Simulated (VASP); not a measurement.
Write the native input for VASP 6.6.1 that does the following.

```yaml
Task: single point
Functional: PBE
Potentials_or_basis: VASP PAW PBE potentials, release 64 (Ti_sv, Ru_pv, C)
Cutoff: 520 eV
k_mesh: 6 × 6 × 4
Occupations: gaussian, width 0.1 eV
Spin: collinear spin, ferromagnetic start
Starting_moments: "[1.0, 1.0, 1.0, 0.0, 0.0, 0.0] μB"
Dipole_correction: no
Further_INCAR_settings: ALGO = Normal; EDIFF = 1e-06; NBANDS = 38
```

The structure of Ti2RuC3 lies in POSCAR:

```
Ti2RuC3
1.0
    3.1090694734      0.0000000000      0.0000000000
   -1.5545347367      2.6925331461      0.0000000000
    0.0000000000      0.0000000000      7.2188374111
Ti Ru C
2 1 3
Direct
    0.3333333333      0.6666666667      0.6734250807
    0.6666666667      0.3333333333      0.3265749193
    0.0000000000      0.0000000000      0.0000000000
    0.0000000000      0.0000000000      0.5000000000
    0.3333333333      0.6666666667      0.1594374994
    0.6666666667      0.3333333333      0.8405625006
```

One way to write it, as run:

INCAR

```
SYSTEM = Ti2RuC3
PREC = Accurate ; ENCUT = 520
EDIFF = 1E-6 ; ISMEAR = 0
SIGMA = 0.1 ; LREAL = .False.
LASPH = .True. ; NELM = 150
ALGO = Normal ; ISIF = 2
LWAVE = .False. ; LCHARG = .False.
ISPIN = 2 ; MAGMOM = 1 1 1 0 0 0
LORBIT = 11 ; LMAXMIX = 4
GGA = PE ; NBANDS = 38
```

KPOINTS

```
regular mesh
0
Gamma
  6 6 4
  0 0 0
```

Potentials or basis: VASP PAW PBE potentials, release 64 (Ti_sv, Ru_pv, C).

The run is started by

```bash
$ cat potpaw_PBE.64/Ti_sv/POTCAR potpaw_PBE.64/Ru_pv/POTCAR potpaw_PBE.64/C/POTCAR > POTCAR
$ mpirun -np 1 vasp_std > vasp.out
```

Results of the run:

```yaml
Pressure: 0.0 GPa
Largest_force: 0.048 eV/Å
Band_gap_on_the_k_mesh: zero (filled and empty bands overlap)
Net_moment: 0.00 μB per cell
Valence_electrons_inside_the_program's_atomic_spheres: Ti 10.37; Ru 12.76; C 2.38
```

Caveat: the k points lie up to 0.39 Å⁻¹ apart.

Run time: 2.5 min on 1 thread of Intel Xeon 8259CL (shared host), peak memory 0.25 GiB.
